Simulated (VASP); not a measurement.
Set up this calculation in VASP 6.6.1, as the native input.

```yaml
Task: single point
Functional: PBE
Dispersion: D3(BJ)
Potentials_or_basis: VASP PAW PBE potentials, release 64 (Na_pv, Cl)
Cutoff: 500 eV
k_mesh: 8 × 8 × 8
Occupations: gaussian, width 0.02 eV
Spin: no spin polarisation
Dipole_correction: no
Further_INCAR_settings: ALGO = Normal; EDIFF = 1e-06; NBANDS = 14
```

The structure of NaCl (d3) lies in POSCAR:

```
NaCl
1.0
    0.0000000000      2.7892377493      2.7892377493
    2.7892377493      0.0000000000      2.7892377493
    2.7892377493      2.7892377493      0.0000000000
Na Cl
1 1
Direct
    0.0000000000      0.0000000000      0.0000000000
    0.5000000000      0.5000000000      0.5000000000
```

The input as run:

INCAR

```
PREC = Accurate
ENCUT = 500
EDIFF = 1E-6
ISMEAR = 0
SIGMA = 0.02
LREAL = F
LASPH = T
NELM = 120
ALGO = Normal
ISIF = 2
LWAVE = F
LCHARG = T
GGA = PE
IVDW = 12
LELF = T
LVHAR = T
NBANDS = 14
GGA_COMPAT = F
```

KPOINTS

```
Automatic mesh
0
Gamma
  8 8 8
```

Potentials or basis: VASP PAW PBE potentials, release 64 (Na_pv, Cl).

Launch:

```bash
$ cat potpaw_PBE.64/Na_pv/POTCAR potpaw_PBE.64/Cl/POTCAR > POTCAR
$ mpirun -np 1 vasp_std > vasp.out
```

It gave:

```
Pressure                   : -0.1 GPa
Band gap on the k mesh     : 5.24 eV, direct
Dispersion energy per atom : -0.222 eV
```

Run time: 15 s on 1 thread of Intel(R) Xeon(R) Platinum 8488C (Sapphire Rapids), on a shared host, peak memory 0.17 GiB.
